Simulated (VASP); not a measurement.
Wanted: the native input for a VASP 6.6.1 run.

```
Task                   : single point
Functional             : r2SCAN
Potentials or basis    : VASP PAW PBE potentials, release 64 (B)
Cutoff                 : 520 eV
k mesh                 : 30 × 30 × 30
Occupations            : gaussian, width 0.1 eV
Spin                   : no spin polarisation
Dipole correction      : no
Further INCAR settings : ALGO = Normal; EDIFF = 1e-06; NBANDS = 8
```

The system is B.

```
B
1.0
     1.33331    0.76979    1.08876
    -1.33331    0.76979    1.08876
     0.00000   -1.53958    1.08876
B
1
Direct
  0.50000 0.50000 0.50000
```

This isn't the form of B at room conditions, which is rhombohedral.

One way to write it, as run:

POSCAR

```
B
1.0
    1.3333122457      0.7697881840      1.0887561561
   -1.3333122457      0.7697881840      1.0887561561
    0.0000000000     -1.5395763680      1.0887561561
B
1
Direct
    0.5000000000      0.5000000000      0.5000000000
```

INCAR.step1

```
ALGO = Normal
EDIFF = 1E-4
ENCUT = 520
GGA = PE
ISMEAR = 0
LASPH = True
LCHARG = False
LREAL = False
LWAVE = True
NBANDS = 8
NELM = 60
PREC = Accurate
SIGMA = 0.1
```

INCAR.step2

```
ALGO = Normal
EDIFF = 1E-6
ENCUT = 520
ISIF = 2
ISMEAR = 0
ISTART = 1
LASPH = True
LCHARG = False
LMIXTAU = True
LREAL = False
LWAVE = False
METAGGA = R2SCAN
NBANDS = 8
NELM = 60
PREC = Accurate
SIGMA = 0.1
```

KPOINTS

```
k-points
0
Gamma
  30 30 30
```

Potentials or basis: VASP PAW PBE potentials, release 64 (B).

Command:

```console
$ cat potpaw_PBE.64/B/POTCAR > POTCAR
$ cp INCAR.step1 INCAR
$ mpirun -np 1 vasp_std > vasp.out
$ cp INCAR.step2 INCAR
$ mpirun -np 1 vasp_std > vasp.out
```

Results of the run:

```
Pressure               : 0.0 GPa
Band gap on the k mesh : zero (an odd number of electrons rules out a gap without spin polarisation)
```

Caveat: the PAW data sets were made with another functional, which shifts forces and pressure a little.

Wall time 49 s on 1 thread of Intel(R) Xeon(R) 6975P-C (Granite Rapids), on a shared host, peak memory 0.21 GiB.
